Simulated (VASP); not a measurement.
A run of VASP 6.6.1 is set up as follows.

The input POSCAR:

```
SnC3
1.0
    5.9577764861      0.0000000000      0.0000000000
    0.0000000000      5.9577764861      0.0000000000
    0.0000000000      0.0000000000      9.2870333508
C Sn
24 8
Direct
    0.2555057249     -0.0019082623      0.4087936219
    0.2500478162      0.2499946085     -0.0010545887
    0.0056574798      0.2505723408      0.0864857452
    0.2498625122     -0.0126015134      0.9094106461
    0.2575564900      0.2485296324      0.4977802734
    0.0099995359      0.2540028152      0.5849892850
    0.2464709785      0.5032562076      0.4091494944
    0.2616618807      0.7427292733      0.0029430281
    0.0110611736      0.7467104566      0.0939303184
    0.2519345940      0.4856286581      0.9096510889
    0.2519584284      0.7550741473      0.4991903038
   -0.0243965178      0.7608363641      0.5906918596
    0.7494440267     -0.0237471144      0.4087338611
    0.7460741453      0.2673586369     -0.0057434918
    0.4979124354      0.2538359745      0.0855561696
    0.7528917895     -0.0006042523      0.9066204117
    0.7522888800      0.2696547955      0.5008271021
    0.5110055752      0.2509617478      0.5862509366
    0.7440106238      0.4764891745      0.4086926208
    0.7574700076      0.7442600457     -0.0010714939
    0.5133848185      0.7482165554      0.0905358006
    0.7507377980      0.5073767046      0.9104252866
    0.7431116307      0.7684593423      0.5058933055
    0.4895304493      0.7520611105      0.5892855978
    0.0057189121      0.0063503557      0.2529458990
   -0.0017325256      0.0005253638      0.7483203449
   -0.0020923914      0.4999695787      0.2519213522
   -0.0007959345      0.5001963412      0.7501098291
    0.5006517124      0.0015205337      0.2454760217
    0.4991122119     -0.0016742823      0.7495572307
    0.4958992683      0.4994234018      0.2522626884
    0.5036033169      0.4970268702      0.7480482451
```

File INCAR.step1:

```
SYSTEM = SnC3
  ALGO = Normal
  EDIFF = 1E-4
  ENCUT = 520
  GGA = PE
  ISMEAR = -1
  LASPH = .TRUE.
  LCHARG = .FALSE.
  LREAL = Auto
  LWAVE = .TRUE.
  NBANDS = 126
  NELM = 100
  PREC = Accurate
  SIGMA = 0.02
```

The input INCAR.step2:

```
SYSTEM = SnC3
  ALGO = Normal
  EDIFF = 1E-6
  ENCUT = 520
  ISIF = 2
  ISMEAR = -1
  ISTART = 1
  LASPH = .TRUE.
  LCHARG = .FALSE.
  LMIXTAU = .TRUE.
  LREAL = Auto
  LWAVE = .FALSE.
  METAGGA = R2SCAN
  NBANDS = 126
  NELM = 100
  PREC = Accurate
  SIGMA = 0.02
```

Contents of KPOINTS:

```
k-points
0
G
  2 2 2
  0 0 0
```

Potentials or basis: VASP PAW PBE potentials, release 64 (C, Sn_d).

The run is started by

```console
$ cat potpaw_PBE.64/C/POTCAR potpaw_PBE.64/Sn_d/POTCAR > POTCAR
$ cp INCAR.step1 INCAR
$ mpirun -np 1 vasp_std > vasp.out
$ cp INCAR.step2 INCAR
$ mpirun -np 1 vasp_std > vasp.out
```

**Question.** What does it give for the band gap on the k mesh?

**Answer.** 0.54 eV.

**Question.** What does it give for the largest force?

**Answer.** 1.474 eV/Å.

Forces in eV/Å, atoms in the order of the input:
```
C    0.037  0.213  0.548
C   -0.008 -0.187 -0.030
C   -0.296  0.285  0.400
C    0.143 -0.174  0.036
C   -0.158  0.678  0.053
C    0.003  0.091  0.593
C    0.147  0.068  0.551
C   -0.501  0.168 -0.423
C    0.235  0.514 -0.428
C    0.142  0.264 -0.164
C    0.042  0.044 -0.408
C    0.058 -1.022 -0.166
C    0.062  0.279 -0.347
C    0.222 -1.125  0.927
C   -0.152  0.087  0.210
C   -0.343  0.341  0.130
C   -0.037 -1.363 -0.138
C    0.219 -0.020  0.333
C    0.372  0.043 -0.129
C   -0.222  0.735  0.450
C   -0.192 -0.155 -0.346
C    0.062 -0.286 -0.052
C    0.016 -0.471 -0.653
C   -0.114 -0.028 -0.164
Sn  -0.869 -0.658 -0.710
Sn   0.469  0.790  0.453
Sn  -0.409 -0.166 -0.137
Sn   0.498  0.355 -0.388
Sn   0.899 -0.020  0.218
Sn  -0.055  0.348  0.153
Sn   0.325 -0.010 -0.550
Sn  -0.595  0.381  0.177
```

Caveat: the k points lie up to 0.53 Å⁻¹ apart; the atoms stand as in a frame of molecular dynamics; the PAW data sets were made with another functional, which shifts forces and pressure a little; spin-orbit coupling is left out, which moves the levels of the heavy elements. A k mesh can miss the band edges.
